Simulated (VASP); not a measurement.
A run of VASP 6.6.1 is set up as follows.

INCAR

```
SYSTEM = W4N
ALGO     = Normal         ! electronic algorithm
DIPOL    = 0.5 0.5 0.337
EDIFF    = 1E-6           ! SCF threshold, eV
ENCUT    = 520            ! plane-wave cutoff, eV
GGA_COMPAT= .False.      
IDIPOL   = 3            
ISIF     = 2              ! what is computed and relaxed
ISMEAR   = 0              ! smearing method
LASPH    = .True.         ! aspherical terms in the spheres
LCHARG   = .False.        ! write CHGCAR
LDIPOL   = .True.       
LREAL    = .False.        ! projectors in reciprocal space
LWAVE    = .False.        ! write WAVECAR
NBANDS   = 38             ! bands
NELM     = 120            ! most SCF steps
NELMDL   = -8           
PREC     = Accurate       ! precision mode
SIGMA    = 0.1            ! smearing width, eV
```

File KPOINTS:

```
k-points
0
Gamma
  9 7 1
  0 0 0
```

POSCAR

```
W4N
1.0
    2.8093052383      0.0000000000      0.0000000000
    0.0000000000      3.9729575688      0.0000000000
    0.0000000000      0.0000000000     19.4074369602
W N
4 1
Direct
    0.5000000000      0.5000000000      0.2061065564
    0.0000000000      0.0000000000      0.2784835849
    0.5000000000      0.5000000000      0.3501454747
    0.0000000000      0.0000000000      0.4074436504
    0.5000000000      0.5000000000      0.4445428306
```

Potentials or basis: VASP PAW LDA potentials, release 64 (W_sv, N).

Command:

```bash
$ cat potpaw_LDA.64/W_sv/POTCAR potpaw_LDA.64/N/POTCAR > POTCAR
$ mpirun -np 1 vasp_std > vasp.out
```

Task: Estimate the largest force.

Result: 4.167 eV/Å.

Forces on the atoms (eV/Å):
```
W    0.000  0.000  1.409
W    0.000  0.000 -3.092
W    0.000  0.000 -2.753
W    0.000  0.000  4.167
N    0.000  0.000  0.268
```
